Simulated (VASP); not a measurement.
Input of a VASP 6.6.1 run:

INCAR

```
SYSTEM = In
PREC     = Accurate       ! precision mode
ENCUT    = 520            ! plane-wave cutoff, eV
EDIFF    = 1E-7           ! SCF threshold, eV
ISMEAR   = -1             ! smearing method
SIGMA    = 0.1            ! smearing width, eV
LREAL    = .FALSE.        ! projectors in reciprocal space
LASPH    = .TRUE.         ! aspherical terms in the spheres
NELM     = 100            ! most SCF steps
ALGO     = Normal         ! electronic algorithm
ISIF     = 2              ! what is computed and relaxed
LWAVE    = .FALSE.        ! write WAVECAR
LCHARG   = .FALSE.        ! write CHGCAR
GGA      = PE             ! functional
NBANDS   = 12             ! bands
```

Contents of KPOINTS:

```
Automatic mesh
0
G
  13 13 13
  0 0 0
```

Contents of POSCAR:

```
In
1.0
   -1.9579013062      1.9579013062      1.9579013062
    1.9579013062     -1.9579013062      1.9579013062
    1.9579013062      1.9579013062     -1.9579013062
In
1
Direct
    0.0000000000      0.0000000000      0.0000000000
```

Potentials or basis: VASP PAW PBE potentials, release 64 (In_d).

The run is started by

```sh
$ cat potpaw_PBE.64/In_d/POTCAR > POTCAR
$ mpirun -np 1 vasp_std > vasp.out
```

(1) Estimate the pressure.

Answers

(1) -2.2 GPa.
